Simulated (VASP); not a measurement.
Wanted: the native input for a VASP 6.6.1 run.

| Quantity | Value |
| --- | --- |
| Task | single point |
| Functional | PBE |
| Dispersion | D3(BJ) |
| Potentials or basis | VASP PAW PBE potentials, release 64 (B, N) |
| Cutoff | 520 eV |
| k mesh | 2 × 2 × 2, shifted |
| Occupations | gaussian, width 0.02 eV |
| Spin | collinear spin |
| Dipole correction | no |
| Further INCAR settings | LREAL = Auto; ALGO = Normal; EDIFF = 1e-07; NBANDS = 92 |

The structure of B16N17 (a cell with a defect) lies in POSCAR:

```
B16N17
1.0
   -5.0122276274      2.8938109699      3.2948837584
    0.0000000000     -5.7876219398      3.2948837584
    5.0122276274      2.8938109699      3.2948837584
B N
16 17
Direct
    0.2377841285      0.7377871944      0.9867507116
    0.4906006808      0.4909080141      0.9904850009
    0.7499181253      0.2501062353      1.0005563831
    0.9912285478      0.7412866544      0.2403352765
    0.9982422058      0.9980657117      0.9981971161
    0.2325771451      0.4829886424      0.2314630696
    0.4923141004      0.2441301083      0.2419663322
    0.7594483333      0.7566073114      0.5046508470
    0.7542619864      1.0041400179      0.2523472317
    0.9928730616      0.4932663800      0.4929452478
    0.2420788370      0.2431578881      0.4918978982
    0.4852671872      0.7337481399      0.7323655019
    0.5150239541      1.0246573405      0.5133277024
    0.7523669282      0.5022243508      0.7547846157
    1.0011211599      0.2506885718      0.7506147797
    0.2494612855      0.9988584692      0.7510011570
    0.5895171662      0.0911091352      0.3380096342
    0.8343953010      0.8346240627      0.3325280302
    0.0656192970      0.5668925870      0.3166226619
    0.3373345726      0.0884162454      0.5872057064
    0.3150905441      0.3144744590      0.3151739401
    0.6269528471      0.8794093936      0.6239751292
    0.8374656873      0.5866636097      0.5873565356
    0.0828257547      0.0830687188      0.8328381802
    0.0769180096      0.3271809229      0.5768446263
    0.3234555209      0.8263487708      0.8259482621
    0.5833717407      0.5798526706      0.8345225450
    0.8340638922      0.0840995289      0.0838631273
    0.8352041826      0.3343065289      0.8350513563
    0.0751935929      0.8255292757      0.0752071598
    0.3123230622      0.5626006601      0.0616895928
    0.5773223209      0.3272224591      0.0774619422
    0.4722628375      0.6977379972      0.4976176317
```

One way to write it, as run:

INCAR

```
ALGO = Normal
EDIFF = 1E-7
ENCUT = 520
GGA = PE
ISIF = 2
ISMEAR = 0
ISPIN = 2
IVDW = 12
LASPH = True
LCHARG = False
LORBIT = 11
LREAL = Auto
LWAVE = False
MAGMOM = 0 0 0 0 0 0 0 0 0 0 0 0 0 0 0 0 0 0 0 0 0 0 0 0 0 0 0 0 0 0 0 0 0.49
NBANDS = 92
NELM = 150
PREC = Accurate
SIGMA = 0.02
```

KPOINTS

```
Automatic mesh
0
Gamma
  2 2 2
  0.5 0.5 0.5
```

Potentials or basis: VASP PAW PBE potentials, release 64 (B, N).

Launch:

```sh
$ cat potpaw_PBE.64/B/POTCAR potpaw_PBE.64/N/POTCAR > POTCAR
$ mpirun -np 1 vasp_std > vasp.out
```

Results of the run:

```yaml
Pressure: 1.4 GPa
Largest_force: 0.125 eV/Å
Band_gap_on_the_k_mesh: 0.59 eV
Net_moment: 1.00 μB per cell
Site_moments: B -0.00, +0.00, -0.01, +0.01; N +0.02, +0.03, +0.01, +0.05, +0.00, +0.47 μB
Valence_electrons_inside_the_program's_atomic_spheres: B 2.17, 2.18, 2.14, 2.11; N 4.02, 4.01, 3.89, 4.03, 3.63
Dispersion_energy_per_atom: -0.145 eV
```

It took 16 min on 1 thread of AMD EPYC 7R13, with other jobs on the host, peak memory 0.48 GiB.
